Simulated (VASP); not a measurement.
Input of a VASP 6.6.1 run:

File INCAR:

```
ALGO = Normal
EDIFF = 1E-6
ENCUT = 520
GGA = PE
ISIF = 2
ISMEAR = 0
LASPH = True
LCHARG = False
LREAL = False
LWAVE = False
NBANDS = 21
NELM = 100
PREC = Accurate
SIGMA = 0.02
```

File KPOINTS:

```
k-points
0
Gamma
  12 12 12
```

POSCAR

```
C
1.0
   -1.2557638632      4.2297851755      2.0774983223
    1.2557638632     -4.2297851755      2.0774983223
    1.2557638632      4.2297851755     -2.0774983223
C
6
Direct
    0.8033400567      0.8559276097      0.9474124469
    0.1966599433      0.1440723903      0.0525875531
    0.5914848372      0.1440723903      0.4474124469
    0.4085151628      0.8559276097      0.5525875531
    0.4034950600      0.1534950600      0.2500000000
    0.5965049400      0.8465049400      0.7500000000
```

Potentials or basis: VASP PAW PBE potentials, release 64 (C).

Command:

```console
$ cat potpaw_PBE.64/C/POTCAR > POTCAR
$ mpirun -np 1 vasp_std > vasp.out
```

Task: Predict the band gap on the k mesh.

Result: 1.61 eV (least direct gap 2.88 eV).

Task: Predict the largest force.

Result: 0.046 eV/Å.

Task: Predict the pressure.

Result: 0.5 GPa.

Stress tensor (GPa, compression positive):
```
0.74 0.00 0.00
0.00 0.41 0.00
0.00 0.00 0.42
```

A k mesh can miss the band edges.
